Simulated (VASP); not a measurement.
# Cd7S6 (a cell with a defect) in VASP: further runs

Runs on Cd7S6 (a cell with a defect). Level: PBE. Tasks: single point.

Everything below comes from runs of VASP 6.6.1. Logs are shortened: lines on timing, memory, paths and dates and some standing lists are left out, and cuts for length are marked.

### Step 1. The cell of the first run

The cell holds a defect, 13 atoms: a = 6.831 Å, b = 7.270 Å, c = 7.270 Å, α = 120.00°, β = 90.00°, γ = 90.00°.

### Step 2. Single point, PBE (with an interstitial atom, then relaxed in part)

INCAR

```
  PREC = Accurate
  ENCUT = 520
  EDIFF = 1E-6
  ISMEAR = 0
  SIGMA = 0.02
  LREAL = False
  LASPH = True
  NELM = 80
  ALGO = Normal
  ISIF = 2
  LWAVE = False
  LCHARG = False
  GGA = PE
  NBANDS = 72
```

KPOINTS

```
Automatic mesh
0
Gamma
  2 2 2
```

POSCAR

```
Cd7S6
1.0
    0.0000000000      0.0000000000      6.8307328177
   -6.2959774510     -3.6349842762      0.0000000000
    6.2959774511     -3.6349842761      0.0000000000
Cd S
7 6
Direct
    0.5028738696      0.3157779579      0.3153538055
    0.5029434906      0.9991484425      0.6820841074
    0.5029241397      0.6825188945     -0.0012755779
   -0.0054326766      0.3477088849      0.9987143482
   -0.0054353422      0.9991522376      0.3472499708
   -0.0054534310      0.6505680957      0.6501224780
    0.2044100254     -0.0008695586     -0.0013132274
    0.8730317114      0.3280434068      0.3275977232
    0.8730895730      0.9991469779      0.6697928552
    0.8730738096      0.6702377642     -0.0013045580
    0.3798941271      0.3587739084      0.9987091828
    0.3798923910      0.9991403313      0.3583485079
    0.3798768910      0.6395327026      0.6391024607
```

Potentials or basis: VASP PAW PBE potentials, release 64 (Cd, S).

On the command line:

```sh
$ cat potpaw_PBE.64/Cd/POTCAR potpaw_PBE.64/S/POTCAR > POTCAR
$ mpirun -np 1 vasp_std > vasp.out
```

OUTCAR:

```text
PREC = Accurate
   ENCUT = 520
   EDIFF = 1E-6
   ISMEAR = 0
   LREAL = False
   LASPH = True
   NELM = 80
   ISIF = 2
   GGA = PE

 ion  position               nearest neighbor table
   1  0.503  0.316  0.315-  13 2.50   8 2.53  12 2.61  11 2.61   7 3.08
   2  0.503  0.999  0.682-  12 2.50   9 2.53  11 2.61  13 2.61   7 3.08
   3  0.503  0.683  0.999-  11 2.50  10 2.53  12 2.61  13 2.61   7 3.08
   4  0.995  0.348  0.999-  10 2.49   8 2.60   9 2.60  11 2.63   7 2.91
   5  0.995  0.999  0.347-   9 2.49   8 2.60  10 2.60  12 2.63   7 2.91
   6  0.995  0.651  0.650-   8 2.49  10 2.60   9 2.60  13 2.63   7 2.91
   7  0.204  0.999  0.999-  13 2.88  11 2.88  12 2.88   5 2.91   4 2.91   6 2.91   1 3.08   2 3.08
                             3 3.08
   8  0.873  0.328  0.328-   6 2.49   1 2.53   5 2.60   4 2.60
   9  0.873  0.999  0.670-   5 2.49   2 2.53   6 2.60   4 2.60
  10  0.873  0.670  0.999-   4 2.49   3 2.53   6 2.60   5 2.60
  11  0.380  0.359  0.999-   3 2.50   1 2.61   2 2.61   4 2.63   7 2.88
  12  0.380  0.999  0.358-   2 2.50   1 2.61   3 2.61   5 2.63   7 2.88
  13  0.380  0.640  0.639-   1 2.50   3 2.61   2 2.61   6 2.63   7 2.88

  LATTYP: Found a hexagonal cell.
 ALAT       =     7.2699685523
 C/A-ratio  =     0.9395821686

  Lattice vectors:

 A1 = (  -6.2959774510,  -3.6349842762,   0.0000000000)
 A2 = (   6.2959774511,  -3.6349842761,   0.0000000000)
 A3 = (   0.0000000000,   0.0000000000,   6.8307328177)

Analysis of symmetry for initial positions (statically):
=====================================================================
 Subroutine PRICEL returns:
 Original cell was already a primitive cell.

 Routine SETGRP: Setting up the symmetry group for a
 hexagonal supercell.

 Subroutine GETGRP returns: Found  1 space group operations
 (whereof  1 operations were pure point group operations)
 out of a pool of 24 trial point group operations.

The static configuration has the point symmetry C_1 .

Analysis of symmetry for dynamics (positions and initial velocities):
=====================================================================
 Subroutine PRICEL returns:
 Original cell was already a primitive cell.

 Routine SETGRP: Setting up the symmetry group for a
 hexagonal supercell.

 Subroutine GETGRP returns: Found  1 space group operations
 (whereof  1 operations were pure point group operations)
 out of a pool of 24 trial point group operations.

The dynamic configuration has the point symmetry C_1 .

 Subroutine INISYM returns: Found  1 space group operations
 (whereof  1 operations are pure point group operations),
 and found     1 'primitive' translations

----------------------------------------------------------------------------------------

                                     Primitive cell

  volume of cell :     312.6533

  direct lattice vectors                    reciprocal lattice vectors
     0.000000000  0.000000000  6.830732818     0.000000000  0.000000000  0.146397177
    -6.295977451 -3.634984276  0.000000000    -0.079415786 -0.137552177  0.000000000
     6.295977451 -3.634984276  0.000000000     0.079415786 -0.137552177  0.000000000

  length of vectors
     6.830732818  7.269968552  7.269968552     0.146397177  0.158831573  0.158831573

  position of ions in fractional coordinates (direct lattice)
     0.502873870  0.315777958  0.315353806
     0.502943491  0.999148443  0.682084107
     0.502924140  0.682518894  0.998724422
     0.994567323  0.347708885  0.998714348
     0.994564658  0.999152238  0.347249971
     0.994546569  0.650568096  0.650122478
     0.204410025  0.999130441  0.998686773
     0.873031711  0.328043407  0.327597723
     0.873089573  0.999146978  0.669792855
     0.873073810  0.670237764  0.998695442
     0.379894127  0.358773908  0.998709183
     0.379892391  0.999140331  0.358348508
     0.379876891  0.639532703  0.639102461

  ion indices of the primitive-cell ions
   primitive index   ion index
                 1           1
                 2           2
                 3           3
                 4           4
                 5           5
                 6           6
                 7           7
                 8           8
                 9           9
                10          10
                11          11
                12          12
                13          13

----------------------------------------------------------------------------------------

 KPOINTS: Automatic mesh

Automatic generation of k-mesh.
 Grid dimensions read from file:
 generate k-points for:    2    2    2

 Generating k-lattice:

  Cartesian coordinates                     Fractional coordinates (reciprocal lattice)
     0.000000000  0.000000000  0.073198588     0.500000000  0.000000000  0.000000000
    -0.039707893 -0.068776088  0.000000000     0.000000000  0.500000000  0.000000000
     0.039707893 -0.068776088  0.000000000     0.000000000  0.000000000  0.500000000

  Length of vectors
     0.073198588  0.079415786  0.079415786

  Shift w.r.t. Gamma in fractional coordinates (k-lattice)
     0.000000000  0.000000000  0.000000000

 Subroutine IBZKPT returns following result:
 ===========================================

 Found      8 irreducible k-points:

 Following reciprocal coordinates:
            Coordinates               Weight
  0.000000  0.000000  0.000000      1.000000
  0.500000  0.000000  0.000000      1.000000
  0.000000  0.500000  0.000000      1.000000
  0.000000  0.000000  0.500000      1.000000
  0.000000  0.500000  0.500000      1.000000
  0.500000  0.500000  0.000000      1.000000
  0.500000  0.000000  0.500000      1.000000
  0.500000  0.500000  0.500000      1.000000
   k-points           NKPTS =      8   k-points in BZ     NKDIM =      8   number of bands    NBANDS=     72
   number of dos      NEDOS =    301   number of ions     NIONS =     13
   total plane-waves  NPLWV = 157464
   dimension x,y,z NGX =    54 NGY =   54 NGZ =   54
   dimension x,y,z NGXF=   108 NGYF=  108 NGZF=  108
   ions per type =               7   6
   NGX,Y,Z   is equivalent  to a cutoff of  13.14, 12.35, 12.35 a.u.
   NGXF,Y,Z  is equivalent  to a cutoff of  26.28, 24.70, 24.70 a.u.
 SYSTEM =  unknown system
   PREC   = accura    normal or accurate (medium, high low for compatibility)
   ISTART =      0    job   : 0-new  1-cont  2-samecut
   ICHARG =      2    charge: 1-file 2-atom 10-const
   ISPIN  =      1    spin polarized calculation?
   LNONCOLLINEAR =      F non collinear calculations
   LSORBIT =      F    spin-orbit coupling
   LASPH  =      T    aspherical Exc in radial PAW
   ENCUT  =  520.0 eV  38.22 Ry    6.18 a.u.  12.70 13.52 13.52*2*pi/ulx,y,z
   NELM   =     80;   NELMIN=  2; NELMDL= -5     # of ELM steps
   EDIFF  = 0.1E-05   stopping-criterion for ELM
   LREAL  =      F    real-space projection
[... 7 lines left out ...]
   TEBEG  =    0.0;   TEEND  =   0.0 temperature during run
   PSTRESS=    0.0 pullay stress
   NELECT =     120.0000    total number of electrons
   NUPDOWN=      -1.0000    fix difference up-down
   EMIN   =  10.00;   EMAX   =-10.00  energy-range for DOS
   EFERMI =   0.00;   METHOD = LEGACY
   ISMEAR =     0;   SIGMA  =   0.02  broadening in eV -4-tet -1-fermi 0-gaus
   EFERMI_NEDOS =   21; number of points for ismear=-14 and -15
   IALGO  =     38    algorithm
   IMIX   =      4    mixing-type and parameters
     AMIX     =   0.40;   BMIX     =  1.00
     AMIX_MAG =   1.60;   BMIX_MAG =  1.00
  volume/ion in A,a.u.               =      24.05       162.30
  Fermi-wavevector in a.u.,A,eV,Ry     =   1.189728  2.248259 19.258394  1.415452
  Thomas-Fermi vector in A             =   2.325828
   LORBIT       =      0    0 simple, 1 ext, 2 COOP (PROOUT), +10 PAW based schemes
   GGA     = PE    functional components
   LHFCALC =     F    Hartree Fock is set to
   AEXX    =    0.0000 exact exchange contribution
   IVDW    =     0    specifies the selected vdW correction
   LEPSILON=     F    determine dielectric tensor
   LRPA    =     F    only Hartree local field effects (RPA)
 non-spin polarized calculation
 Gauss-broadening in eV      SIGMA  =   0.02
  energy-cutoff  :      520.00
  volume of cell :      312.65
 maximum number of plane-waves:      8479
 NGX is ok and might be reduce to    54
   NGX = 25   NGY = 27   NGZ = 27

 number of electron     120.0000018 magnetization

 Free energy of the ion-electron system (eV)
  ---------------------------------------------------
  ext. energy  EPLUGINS =         0.00000000
  ---------------------------------------------------
  free energy    TOTEN  =       -35.33543123 eV

  energy without entropy =      -35.33543123  energy(sigma->0) =      -35.33543123

 E-fermi :   3.1150     XC(G=0):  -9.4025

 val. band max:        2.9887411754   @ k =   0.0000   0.5000   0.0000
 cond. band min:       3.4658723340   @ k =   0.0000   0.0000   0.0000
 fundamental gap:      0.4771311586
 Fermi energy:         3.1149655926

 k-point     1 :       0.0000    0.0000    0.0000
  band No.  band energies     occupation
      1     -10.8877      2.00000
      2     -10.4416      2.00000
      3     -10.4285      2.00000
      4     -10.4284      2.00000
      5     -10.2931      2.00000
      6     -10.2930      2.00000
[... 64 lines left out ...]
     71       7.7574      0.00000
     72       8.1603      0.00000

 k-point     2 :       0.5000    0.0000    0.0000
  band No.  band energies     occupation
      1     -10.7192      2.00000
      2     -10.6056      2.00000
      3     -10.4169      2.00000
      4     -10.4169      2.00000
      5     -10.2854      2.00000
      6     -10.2853      2.00000
[... 64 lines left out ...]
     71       7.1854      0.00000
     72       7.5945      0.00000

 k-point     3 :       0.0000    0.5000    0.0000
  band No.  band energies     occupation
      1     -10.6487      2.00000
      2     -10.6373      2.00000
      3     -10.4779      2.00000
      4     -10.3598      2.00000
      5     -10.3386      2.00000
      6     -10.3078      2.00000
[... 64 lines left out ...]
     71       7.2355      0.00000
     72       7.5612      0.00000

 k-point     4 :       0.0000    0.0000    0.5000
  band No.  band energies     occupation
      1     -10.6487      2.00000
      2     -10.6373      2.00000
      3     -10.4779      2.00000
      4     -10.3597      2.00000
      5     -10.3387      2.00000
      6     -10.3078      2.00000
[... 64 lines left out ...]
     71       7.2356      0.00000
     72       7.5613      0.00000

 k-point     5 :       0.0000    0.5000    0.5000
  band No.  band energies     occupation
      1     -10.6487      2.00000
      2     -10.6373      2.00000
      3     -10.4779      2.00000
      4     -10.3597      2.00000
      5     -10.3387      2.00000
      6     -10.3077      2.00000
[... 64 lines left out ...]
     71       7.2356      0.00000
     72       7.5614      0.00000

 k-point     6 :       0.5000    0.5000    0.0000
  band No.  band energies     occupation
      1     -10.5505      2.00000
      2     -10.5504      2.00000
      3     -10.4490      2.00000
      4     -10.4315      2.00000
      5     -10.4216      2.00000
      6     -10.3183      2.00000
[... 64 lines left out ...]
     71       6.9648      0.00000
     72       7.2450      0.00000

 k-point     7 :       0.5000    0.0000    0.5000
  band No.  band energies     occupation
      1     -10.5505      2.00000
      2     -10.5504      2.00000
      3     -10.4490      2.00000
      4     -10.4315      2.00000
      5     -10.4216      2.00000
      6     -10.3183      2.00000
[... 64 lines left out ...]
     71       6.9647      0.00000
     72       7.2449      0.00000

 k-point     8 :       0.5000    0.5000    0.5000
  band No.  band energies     occupation
      1     -10.5505      2.00000
      2     -10.5503      2.00000
      3     -10.4490      2.00000
      4     -10.4314      2.00000
      5     -10.4217      2.00000
      6     -10.3183      2.00000
[... 64 lines left out ...]
     71       6.9646      0.00000
     72       7.2449      0.00000

------------------------ aborting loop because EDIFF is reached ----------------------------------------

  FORCE on cell =-STRESS in cart. coord.  units (eV):
  Direction    XX          YY          ZZ          XY          YZ          ZX
  --------------------------------------------------------------------------------------
  -------------------------------------------------------------------------------------
  Total        9.3292733      9.3299313      7.7969192      0.0000713      0.0002274     -0.0004249
  in kB       47.8074306     47.8108024     39.9549525      0.0003655      0.0011652     -0.0021774
  external PRESSURE =      45.1910618 kB  Pullay stress =       0.0000000 kB

 VOLUME and BASIS-vectors are now :
 -----------------------------------------------------------------------------
  energy-cutoff  :      520.00
  volume of cell :      312.65
      direct lattice vectors                 reciprocal lattice vectors
     0.000000000  0.000000000  6.830732818     0.000000000  0.000000000  0.146397177
    -6.295977451 -3.634984276  0.000000000    -0.079415786 -0.137552177  0.000000000
     6.295977451 -3.634984276  0.000000000     0.079415786 -0.137552177  0.000000000

 POSITION                                       TOTAL-FORCE (eV/Angst)
 -----------------------------------------------------------------------------------
     -0.00267     -2.29415      3.43500        -0.000005      0.002936      0.000088
     -1.99623     -6.11125      3.43547         0.002613     -0.001695     -0.000367
      1.99082     -6.11129      3.43534        -0.002595     -0.001715     -0.000211
      4.09872     -4.89423      6.79362        -0.007444     -0.004374      0.000762
     -4.10436     -4.89415      6.79361         0.007292     -0.004253      0.000773
     -0.00281     -4.72799      6.79348         0.000082      0.008767      0.000789
     -0.00279     -7.26203      1.39627         0.000105     -0.000367      0.000637
     -0.00281     -2.38325      5.96345        -0.000054      0.012861      0.002194
     -2.07361     -6.06657      5.96384         0.011173     -0.006263      0.001964
      2.06796     -6.06655      5.96373        -0.011113     -0.006261      0.001989
      4.02902     -4.93443      2.59496        -0.002034     -0.001246     -0.002936
     -4.03441     -4.93445      2.59494         0.001989     -0.001167     -0.002986
     -0.00271     -4.64782      2.59484        -0.000011      0.002776     -0.002696
 -----------------------------------------------------------------------------------
    total drift:                                0.000267     -0.001072      0.001233

  FREE ENERGIE OF THE ION-ELECTRON SYSTEM (eV)
  ---------------------------------------------------
  free  energy   TOTEN  =       -35.3354312334 eV

  energy  without entropy=      -35.3354312334  energy(sigma->0) =      -35.33543123
```

Run time: 8.9 min. Hardware: 1 thread of Intel Xeon 8259CL, shared host; peak memory 0.43 GiB.

What came out:

| Quantity | Value |
| --- | --- |
| Free energy | -35.3354 eV |
| Pressure | 4.5 GPa |
| Largest force | 0.013 eV/Å |
| Band gap on the k mesh | 0.48 eV |

Forces on the atoms (eV/Å):
```
Cd   0.000  0.003  0.000
Cd   0.003 -0.002  0.000
Cd  -0.003 -0.002  0.000
Cd  -0.007 -0.004  0.001
Cd   0.007 -0.004  0.001
Cd   0.000  0.009  0.001
Cd   0.000  0.000  0.001
S    0.000  0.013  0.002
S    0.011 -0.006  0.002
S   -0.011 -0.006  0.002
S   -0.002 -0.001 -0.003
S    0.002 -0.001 -0.003
S    0.000  0.003 -0.003
```

Stress tensor (GPa, compression positive):
```
4.78 0.00 0.00
0.00 4.78 0.00
0.00 0.00 4.00
```

Caveat: the k points lie up to 0.50 Å⁻¹ apart; the cell differs from its parent crystal (with an interstitial atom, then relaxed in part); semilocal functionals underestimate gaps, and a narrow one can read as zero.

(Part 1 of 2 ends here.)
